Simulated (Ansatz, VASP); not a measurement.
Two plane-wave programs on Mg

```
Mg
1.0
     3.17202    0.00000    0.00000
    -1.58601    2.74705    0.00000
     0.00000    0.00000    5.14120
Mg
2
Direct
  0.33333 0.66667 0.25000
  0.66667 0.33333 0.75000
```

Alike in both runs: task single point; functional PBEsol; k mesh 6 × 6 × 4; occupations gaussian, width 0.1 eV; no spin polarisation.

```csv
,VASP,Ansatz
version,VASP 6.6.1,Ansatz 0.2.0
potentials or method,"VASP PAW PBE potentials, release 64 (Mg), cutoff 520 eV","scalar-relativistic, plane waves, PAW"
valence electrons in the cell,4,20
```

|  | VASP | Ansatz | Ansatz less VASP |
| --- | --- | --- | --- |
| gap on the k mesh at the Fermi level (eV) | none | none | - |
| pressure (GPa) | 0.2 | 0.3 | +0.05 |
| traceless stress, the component that is largest in VASP (GPa) | 0.24 | 0.23 | -0.011 |

VASP's potentials were made for PBE, not for PBEsol. A gap of «none» marks a metal or a gap that the smearing closes. VASP's potentials hold 4 valence electrons a cell and Ansatz's 20, so a difference there can come from the potentials and not from the codes.

The k mesh is coarse, so the values compare programs but aren't converged.
